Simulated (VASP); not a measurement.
A run of VASP 6.6.1 is set up as follows.

INCAR

```
PREC = Accurate
ENCUT = 600
EDIFF = 1E-6
ISMEAR = 0
SIGMA = 0.15
LREAL = False
LASPH = True
NELM = 120
ALGO = Normal
ISIF = 2
LWAVE = False
LCHARG = False
GGA = PE
NBANDS = 36
GGA_COMPAT = False
```

The input KPOINTS:

```
regular mesh
0
Gamma
  3 3 2
```

POSCAR

```
W2AuN3
1.0
    4.3057551290      0.0000000000      0.0000000000
    0.0000000000      4.3057551290      0.0000000000
    0.0000000000      0.0000000000      4.2286957780
W Au N
2 1 3
Direct
    0.0000000000      0.5000000000      0.0000000000
    0.5000000000      0.0000000000      0.0000000000
    0.0000000000      0.0000000000      0.5000000000
    0.0000000000      0.5000000000      0.5000000000
    0.5000000000      0.0000000000      0.5000000000
    0.0000000000      0.0000000000      0.0000000000
```

Potentials or basis: VASP PAW PBE potentials, release 64 (W_sv, Au, N).

Run with:

```sh
$ cat potpaw_PBE.64/W_sv/POTCAR potpaw_PBE.64/Au/POTCAR potpaw_PBE.64/N/POTCAR > POTCAR
$ mpirun -np 1 vasp_std > vasp.out
```

Problem. Estimate the pressure.

Solution. 0.4 GPa.

Problem. Estimate the band gap on the k mesh.

Solution. Zero (band 27 reaches 9.13 eV, above the bottom of band 28 at 7.69 eV).

Stress tensor (GPa, compression positive):
```
0.50 0.00 0.00
0.00 0.50 0.00
0.00 0.00 0.09
```

Caveat: the k points lie up to 0.74 Å⁻¹ apart; spin-orbit coupling is left out, which moves the levels of the heavy elements.
